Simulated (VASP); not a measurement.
# NaI (I4/mmm) in VASP: notebook

Runs on NaI. Level: r2SCAN. Tasks: single point.

Everything below comes from runs of VASP 6.6.1. Logs are shortened: lines on timing, memory, paths and dates and some standing lists are left out, and cuts for length are marked.

### 1 The cell of the first run

Symmetry: I4/mmm, No. 139, tetragonal system. Conventional cell: a = 4.577 Å, b = 4.577 Å, c = 7.201 Å, α = 90.00°, β = 90.00°, γ = 90.00°. Na (site symmetry 4/mmm) has 6 I at 3.24 to 3.60 Å within 4.3 Å. Within 4.3 Å of I (site symmetry 4/mmm) lie 6 Na at 3.24 to 3.60 Å.

### 2 Single point, r2SCAN (strain +0.1125 x Voigt [1, 0, 0, 0, 0, 0])

POSCAR

```
NaI
1.0
    0.0000000000      3.2364000000      3.2364000000
    3.6004950000      0.0000000000      3.2364000000
    3.6004950000      3.2364000000      0.0000000000
Na I
1 1
Direct
    0.0000000000      0.0000000000      0.0000000000
    0.5000000000      0.5000000000      0.5000000000
```

INCAR.step1

```
PREC = Accurate
ENCUT = 520
ISMEAR = 0
SIGMA = 0.05
LREAL = F
LASPH = T
NELM = 100
NBANDS = 14
GGA = PE
ALGO = Normal
EDIFF = 1E-4
LWAVE = T
LCHARG = F
```

INCAR.step2

```
PREC = Accurate
ENCUT = 520
EDIFF = 1E-7
ISMEAR = 0
SIGMA = 0.05
LREAL = F
LASPH = T
NELM = 100
ALGO = Normal
ISIF = 2
LWAVE = F
LCHARG = T
METAGGA = R2SCAN
LMIXTAU = T
LELF = T
LVHAR = T
NBANDS = 14
ISTART = 1
```

KPOINTS

```
regular mesh
0
Gamma
  6 6 6
```

Potentials or basis: VASP PAW PBE potentials, release 64 (Na_pv, I).

Launch:

```sh
$ cat potpaw_PBE.64/Na_pv/POTCAR potpaw_PBE.64/I/POTCAR > POTCAR
$ cp INCAR.step1 INCAR
$ mpirun -np 1 vasp_std > vasp.out
$ cp INCAR.step2 INCAR
$ mpirun -np 1 vasp_std > vasp.out
```

OUTCAR:

```text
PREC = Accurate
   ENCUT = 520
   EDIFF = 1E-7
   ISMEAR = 0
   LREAL = F
   LASPH = T
   NELM = 100
   ISIF = 2
   METAGGA = R2SCAN
   ISTART = 1

 ion  position               nearest neighbor table
   1  0.000  0.000  0.000-
   2  0.500  0.500  0.500-

  LATTYP: Found a body centered tetragonal cell.
 ALAT       =     4.5769607733
 C/A-ratio  =     1.5733125881

  Lattice vectors:

 A1 = (   3.6004950000,   0.0000000000,   3.2364000000)
 A2 = (   3.6004950000,   0.0000000000,  -3.2364000000)
 A3 = (  -3.6004950000,   3.2364000000,   0.0000000000)

Analysis of symmetry for initial positions (statically):
=====================================================================
 Subroutine PRICEL returns:
 Original cell was already a primitive cell.

 Routine SETGRP: Setting up the symmetry group for a
 body centered tetragonal supercell.

 Subroutine GETGRP returns: Found 16 space group operations
 (whereof 16 operations were pure point group operations)
 out of a pool of 16 trial point group operations.

The static configuration has the point symmetry D_4h.

Analysis of symmetry for dynamics (positions and initial velocities):
=====================================================================
 Subroutine PRICEL returns:
 Original cell was already a primitive cell.

 Routine SETGRP: Setting up the symmetry group for a
 body centered tetragonal supercell.

 Subroutine GETGRP returns: Found 16 space group operations
 (whereof 16 operations were pure point group operations)
 out of a pool of 16 trial point group operations.

The dynamic configuration has the point symmetry D_4h.

 Subroutine INISYM returns: Found 16 space group operations
 (whereof 16 operations are pure point group operations),
 and found     1 'primitive' translations

----------------------------------------------------------------------------------------

                                     Primitive cell

  volume of cell :      75.4252

  direct lattice vectors                    reciprocal lattice vectors
     0.000000000  3.236400000  3.236400000    -0.138869794  0.154492646  0.154492646
     3.600495000  0.000000000  3.236400000     0.138869794 -0.154492646  0.154492646
     3.600495000  3.236400000  0.000000000     0.138869794  0.154492646 -0.154492646

  length of vectors
[... 90 lines left out ...]
   POTIM  = 0.5000    time-step for ionic-motion
   TEBEG  =    0.0;   TEEND  =   0.0 temperature during run
   PSTRESS=    0.0 pullay stress
   NELECT =      14.0000    total number of electrons
   NUPDOWN=      -1.0000    fix difference up-down
   EMIN   =  10.00;   EMAX   =-10.00  energy-range for DOS
   EFERMI =   0.00;   METHOD = LEGACY
   ISMEAR =     0;   SIGMA  =   0.05  broadening in eV -4-tet -1-fermi 0-gaus
   EFERMI_NEDOS =   21; number of points for ismear=-14 and -15
   IALGO  =     38    algorithm
   IMIX   =      4    mixing-type and parameters
     AMIX     =   0.40;   BMIX     =  1.00
     AMIX_MAG =   1.60;   BMIX_MAG =  1.00
  volume/ion in A,a.u.               =      37.71       254.50
  Fermi-wavevector in a.u.,A,eV,Ry     =   0.933853  1.764727 11.865395  0.872082
  Thomas-Fermi vector in A             =   2.060598
   LORBIT       =      0    0 simple, 1 ext, 2 COOP (PROOUT), +10 PAW based schemes
   METAGGA = R2SCAN    functional components
   LHFCALC =     F    Hartree Fock is set to
   AEXX    =    0.0000 exact exchange contribution
   IVDW    =     0    specifies the selected vdW correction
   LEPSILON=     F    determine dielectric tensor
   LRPA    =     F    only Hartree local field effects (RPA)
 non-spin polarized calculation
 Gauss-broadening in eV      SIGMA  =   0.05
  energy-cutoff  :      520.00
  volume of cell :       75.43
 maximum number of plane-waves:      2070
 NGX is ok and might be reduce to    36
   NGX = 17   NGY = 19   NGZ = 19

 number of electron      14.0000007 magnetization

 Free energy of the ion-electron system (eV)
  ---------------------------------------------------
  ext. energy  EPLUGINS =         0.00000000
  ---------------------------------------------------
  free energy    TOTEN  =       -31.02139228 eV

  energy without entropy =      -31.02139228  energy(sigma->0) =      -31.02139228

 E-fermi :   0.1186     XC(G=0):  -7.6072

 val. band max:       -0.1757746171   @ k =   0.0000   0.0000   0.0000
 cond. band min:       3.9426134016   @ k =   0.0000   0.0000   0.0000
 fundamental gap:      4.1183880187
 Fermi energy:         0.1186361160

 k-point     1 :       0.0000    0.0000    0.0000
  band No.  band energies     occupation
      1     -23.5907      2.00000
      2     -23.5766      2.00000
      3     -23.5764      2.00000
      4     -11.3232      2.00000
      5      -0.2535      2.00000
      6      -0.2535      2.00000
      7      -0.1758      2.00000
      8       3.9426      0.00000
      9       7.8552      0.00000
     10       8.5086      0.00000
     11       8.5086      0.00000
     12       9.3445      0.00000
     13      10.4738      0.00000
     14      10.8072      0.00000
[... 377 lines left out ...]
      1     -23.5913      2.00000
      2     -23.5787      2.00000
      3     -23.5782      2.00000
      4     -11.0078      2.00000
      5      -1.6964      2.00000
      6      -1.2701      2.00000
      7      -0.6775      2.00000
      8       6.1399      0.00000
      9       6.6646      0.00000
     10       7.8752      0.00000
     11       8.7069      0.00000
     12      10.5630      0.00000
     13      12.0939      0.00000
     14      13.5924      0.00000

 [... further k-points ...]

------------------------ aborting loop because EDIFF is reached ----------------------------------------

  FORCE on cell =-STRESS in cart. coord.  units (eV):
  Direction    XX          YY          ZZ          XY          YZ          ZX
  --------------------------------------------------------------------------------------
  -------------------------------------------------------------------------------------
  Total       -0.9172337     -0.3643108     -0.3643108     -0.0000000      0.0000000      0.0000000
  in kB      -19.4838157     -7.7386638     -7.7386638     -0.0000000      0.0000000      0.0000000
  external PRESSURE =     -11.6537144 kB  Pullay stress =       0.0000000 kB

 VOLUME and BASIS-vectors are now :
 -----------------------------------------------------------------------------
  energy-cutoff  :      520.00
  volume of cell :       75.43
      direct lattice vectors                 reciprocal lattice vectors
     0.000000000  3.236400000  3.236400000    -0.138869794  0.154492646  0.154492646
     3.600495000  0.000000000  3.236400000     0.138869794 -0.154492646  0.154492646
     3.600495000  3.236400000  0.000000000     0.138869794  0.154492646 -0.154492646

 POSITION                                       TOTAL-FORCE (eV/Angst)
 -----------------------------------------------------------------------------------
      0.00000      0.00000      0.00000         0.000000      0.000000      0.000000
      3.60050      3.23640      3.23640         0.000000      0.000000     -0.000000
 -----------------------------------------------------------------------------------
    total drift:                                0.000000      0.000000      0.000000

  FREE ENERGIE OF THE ION-ELECTRON SYSTEM (eV)
  ---------------------------------------------------
  free  energy   TOTEN  =       -31.0213922816 eV

  energy  without entropy=      -31.0213922816  energy(sigma->0) =      -31.02139228
```

OUTCAR.step1:

```text
PREC = Accurate
   ENCUT = 520
   ISMEAR = 0
   LREAL = F
   LASPH = T
[... 630 lines left out ...]
 -----------------------------------------------------------------------------------
      0.00000      0.00000      0.00000         0.000000      0.000000      0.000000
      3.60050      3.23640      3.23640         0.000000      0.000000     -0.000000
 -----------------------------------------------------------------------------------
    total drift:                                0.000000      0.000000      0.000000

  FREE ENERGIE OF THE ION-ELECTRON SYSTEM (eV)
  ---------------------------------------------------
  free  energy   TOTEN  =        -5.3488864622 eV

  energy  without entropy=       -5.3488864621  energy(sigma->0) =       -5.34888646
```

OSZICAR.step1:

```text
N       E                     dE             d eps       ncg     rms          rms(c)
DAV:   1     0.816870661224E+02    0.81687E+02   -0.63874E+03   846   0.867E+02
DAV:   2     0.119605765562E+01   -0.80491E+02   -0.74690E+02   908   0.215E+02
DAV:   3    -0.527950526081E+01   -0.64756E+01   -0.64379E+01  1080   0.601E+01
DAV:   4    -0.543413003565E+01   -0.15462E+00   -0.15459E+00  1102   0.957E+00
DAV:   5    -0.543702876402E+01   -0.28987E-02   -0.28987E-02  1146   0.126E+00    0.156E+00
DAV:   6    -0.535759350706E+01    0.79435E-01   -0.93403E-02  1008   0.166E+00    0.106E+00
DAV:   7    -0.534598369584E+01    0.11610E-01   -0.79153E-02  1032   0.137E+00    0.638E-01
DAV:   8    -0.534895396230E+01   -0.29703E-02   -0.69184E-03   930   0.626E-01    0.185E-01
DAV:   9    -0.534888646215E+01    0.67500E-04   -0.21562E-04  1056   0.122E-01
   1 F= -.53488865E+01 E0= -.53488865E+01  d E =-.249410E-11
```

Run time: 2.3 min. Hardware: 1 thread of Intel Xeon 8259CL, shared host; peak memory 0.23 GiB.

What came out:

| Quantity | Value |
| --- | --- |
| Free energy | -31.0214 eV |
| Pressure | -1.2 GPa |
| Band gap on the k mesh | 4.12 eV |

Caveat: the cell differs from its parent crystal (strain +0.1125 x Voigt [1, 0, 0, 0, 0, 0]); the PAW data sets were made with another functional, which shifts forces and pressure a little; spin-orbit coupling is left out, which moves the levels of the heavy elements.

### 3 Single point, r2SCAN (strain +0.1312 x Voigt [1, 0, 0, 0, 0, 0])

POSCAR

```
NaI
1.0
    0.0000000000      3.2364000000      3.2364000000
    3.6610156800      0.0000000000      3.2364000000
    3.6610156800      3.2364000000      0.0000000000
Na I
1 1
Direct
    0.0000000000      0.0000000000      0.0000000000
    0.5000000000      0.5000000000      0.5000000000
```

INCAR.step1, as its differences from that of step 2:

```diff
@@ -6,3 +6,3 @@
 LASPH = T
-NELM = 100
+NELM = 60
 NBANDS = 14
```

INCAR.step2

```
PREC = Accurate
ENCUT = 520
EDIFF = 1E-6
ISMEAR = 0
SIGMA = 0.05
LREAL = F
LASPH = T
NELM = 60
ALGO = Normal
ISIF = 2
LWAVE = F
LCHARG = F
METAGGA = R2SCAN
LMIXTAU = T
NBANDS = 14
ISTART = 1
```

KPOINTS

```
Automatic mesh
0
Gamma
  6 6 6
```

Potentials or basis: VASP PAW PBE potentials, release 64 (Na_pv, I).

Launch:

```sh
$ cat potpaw_PBE.64/Na_pv/POTCAR potpaw_PBE.64/I/POTCAR > POTCAR
$ cp INCAR.step1 INCAR
$ mpirun -np 1 vasp_std > vasp.out
$ cp INCAR.step2 INCAR
$ mpirun -np 1 vasp_std > vasp.out
```

Run time: 2.1 min. Hardware: 1 thread of Intel Xeon 8259CL, shared host; peak memory 0.23 GiB.

Results (log left out):

| Property | Result |
| --- | --- |
| Free energy | -31.0057 eV |
| Pressure | -1.3 GPa |
| Band gap on the k mesh | 4.09 eV |

Stress tensor (GPa, compression positive):
```
-2.03  0.00  0.00
 0.00 -0.87  0.00
 0.00  0.00 -0.87
```

Levels at points of the mesh, in eV from the valence-band top:
```csv
k point,band 5,band 6,band 7,band 8,band 9,band 10
"(0.00, 0.00, 0.00)",-0.08,-0.08,0.00,4.09,7.98,8.73
"(0.50, 0.00, 0.00)",-1.85,-0.36,-0.19,5.57,7.62,8.37
"(0.50, 0.50, 0.00)",-1.62,-0.95,-0.50,5.11,6.12,10.13
"(0.00, 0.50, 0.50)",-1.58,-0.50,-0.50,5.25,6.37,9.27
```

Caveat: the cell differs from its parent crystal (strain +0.1312 x Voigt [1, 0, 0, 0, 0, 0]); the PAW data sets were made with another functional, which shifts forces and pressure a little; spin-orbit coupling is left out, which moves the levels of the heavy elements.

### 4 Single point, r2SCAN (strain +0.1500 x Voigt [1, 0, 0, 0, 0, 0])

POSCAR

```
NaI
1.0
    0.0000000000      3.2364000000      3.2364000000
    3.7218600000      0.0000000000      3.2364000000
    3.7218600000      3.2364000000      0.0000000000
Na I
1 1
Direct
    0.0000000000      0.0000000000      0.0000000000
    0.5000000000      0.5000000000      0.5000000000
```

INCAR.step1

```
ALGO     = Normal         # electronic algorithm
EDIFF    = 1E-4           # SCF threshold, eV
ENCUT    = 520            # plane-wave cutoff, eV
GGA      = PE             # functional
ISMEAR   = 0              # smearing method
LASPH    = T              # aspherical terms in the spheres
LCHARG   = F              # write CHGCAR
LREAL    = F              # projectors in reciprocal space
LWAVE    = T              # write WAVECAR
NBANDS   = 14             # bands
NELM     = 80             # most SCF steps
PREC     = Accurate       # precision mode
SIGMA    = 0.05           # smearing width, eV
```

INCAR.step2

```
ALGO     = Normal         # electronic algorithm
EDIFF    = 1E-7           # SCF threshold, eV
ENCUT    = 520            # plane-wave cutoff, eV
ISIF     = 2              # what is computed and relaxed
ISMEAR   = 0              # smearing method
ISTART   = 1            
LASPH    = T              # aspherical terms in the spheres
LCHARG   = F              # write CHGCAR
LMIXTAU  = T            
LREAL    = F              # projectors in reciprocal space
LWAVE    = F              # write WAVECAR
METAGGA  = R2SCAN         # meta-GGA
NBANDS   = 14             # bands
NELM     = 80             # most SCF steps
PREC     = Accurate       # precision mode
SIGMA    = 0.05           # smearing width, eV
```

KPOINTS

```
k-points
0
Gamma
  6 6 6
```

Launch:

```sh
$ cat potpaw_PBE.64/Na_pv/POTCAR potpaw_PBE.64/I/POTCAR > POTCAR
$ cp INCAR.step1 INCAR
$ mpirun -np 1 vasp_std > vasp.out
$ cp INCAR.step2 INCAR
$ mpirun -np 1 vasp_std > vasp.out
```

Run time: 4.2 min. Hardware: 1 thread of Intel Xeon 8259CL, shared host; peak memory 0.26 GiB.

It converged, with:

- Free energy: -30.9886 eV
- Pressure: -1.3 GPa
- Band gap on the k mesh: 4.06 eV

Stress tensor (GPa, compression positive):
```
-2.08  0.00  0.00
 0.00 -0.94  0.00
 0.00  0.00 -0.94
```

Levels at points of the mesh, in eV from the valence-band top:
| k point | band 4 | band 5 | band 6 | band 7 | band 8 | band 9 | band 10 | band 11 |
| --- | --- | --- | --- | --- | --- | --- | --- | --- |
| (0.00, 0.00, 0.00) | -11.08 | -0.08 | -0.08 | 0.00 | 4.06 | 7.93 | 8.77 | 8.77 |
| (0.50, 0.00, 0.00) | -10.86 | -1.81 | -0.36 | -0.17 | 5.56 | 7.59 | 8.41 | 8.72 |
| (0.50, 0.50, 0.00) | -10.77 | -1.58 | -0.96 | -0.46 | 5.11 | 6.15 | 10.06 | 10.31 |
| (0.00, 0.50, 0.50) | -10.88 | -1.52 | -0.46 | -0.46 | 5.26 | 6.42 | 9.09 | 11.74 |

Caveat: the cell differs from its parent crystal (strain +0.1500 x Voigt [1, 0, 0, 0, 0, 0]); the PAW data sets were made with another functional, which shifts forces and pressure a little; spin-orbit coupling is left out, which moves the levels of the heavy elements.

### 5 Overview

| cell | gap on the mesh (eV) | pressure (GPa) |
| --- | --- | --- |
| a = 4.577, b = 4.841, c = 4.841 Å, angles 56.4, 61.8, 61.8°, 2 atoms | 4.12 | -1.2 |
| a = 4.577, b = 4.886, c = 4.886 Å, angles 55.9, 62.1, 62.1°, 2 atoms | 4.09 | -1.3 |
| a = 4.577, b = 4.932, c = 4.932 Å, angles 55.3, 62.4, 62.4°, 2 atoms | 4.06 | -1.3 |

Alike in all rows: task single point; level r2SCAN; potentials or basis VASP PAW PBE potentials, release 64 (Na_pv, I); no spin polarisation; k mesh 6 × 6 × 6; cutoff (eV) 520; smearing gaussian 0.05 eV.

Caveats: the PAW data sets were made with another functional, which shifts forces and pressure a little; spin-orbit coupling is left out, which moves the levels of the heavy elements.

Absolute energies hang on the potentials; compare differences alone.
